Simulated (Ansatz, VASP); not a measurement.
# Two plane-wave programs on Ca

INCAR

```
SYSTEM = Ca
  PREC = Accurate
  ENCUT = 520
  EDIFF = 1E-6
  ISMEAR = -1
  SIGMA = 0.1
  LREAL = .False.
  LASPH = .True.
  NELM = 100
  ALGO = Normal
  ISIF = 2
  LWAVE = .False.
  LCHARG = .False.
  GGA = PS
  NBANDS = 17
```

KPOINTS

```
Automatic mesh
0
Gamma
  8 8 8
  0 0 0
```

POSCAR

```
Ca
1.0
    0.0000000000      4.2601839839      4.2601839839
    4.2601839839      0.0000000000      4.2601839839
    4.2601839839      4.2601839839      0.0000000000
Ca
2
Direct
    0.1250000000      0.1250000000      0.1250000000
    0.8750000000      0.8750000000      0.8750000000
```

Input for Ansatz:

```yaml
crystal:
  lattice:
    - [0.0, 4.2601839839, 4.2601839839]
    - [4.2601839839, 0.0, 4.2601839839]
    - [4.2601839839, 4.2601839839, 0.0]
  atoms:
    - { symbol: Ca, position: [0.125, 0.125, 0.125] }
    - { symbol: Ca, position: [0.875, 0.875, 0.875] }
hamiltonian:
  xc: pbesol
  pseudopotentials:
    kind: paw
    azcp:
      Ca: "pseudopotentials/Ca.paw.azcp"
basis:
  ecutwfc: 420
  fft_grid_basis: typed
kpoints:
  mp_grid: { grid: [8, 8, 8], shift: [0, 0, 0] }
magnetization:
  spin_polarized: false
scf:
  occupations: { method: fermi_dirac, width: 0.1 }
  lower_state_search: "off"
output:
  stress: true
  write_density: true
  write_potential: true
  elf: true
  volumetric_format: npy
```

Alike in both runs: task single point; functional PBEsol; k mesh 8 × 8 × 8; occupations fermi-dirac, width 0.1 eV; no spin polarisation.

```csv
,VASP,Ansatz
version,VASP 6.6.1,Ansatz 0.2.0
potentials or method,"VASP PAW PBE potentials, release 64 (Ca_sv), cutoff 520 eV","plane waves (420 eV) with PAW, scalar-relativistic"
valence electrons in the cell,20,20
```

|  | VASP | Ansatz | Ansatz less VASP |
| --- | --- | --- | --- |
| pressure (GPa) | -0.2 | -0.1 | +0.01 |

VASP's potentials were made for PBE, not for PBEsol, and Ansatz warns of the same on its side. With one functional, cell and mesh, what is left measures potentials, basis and numerics.
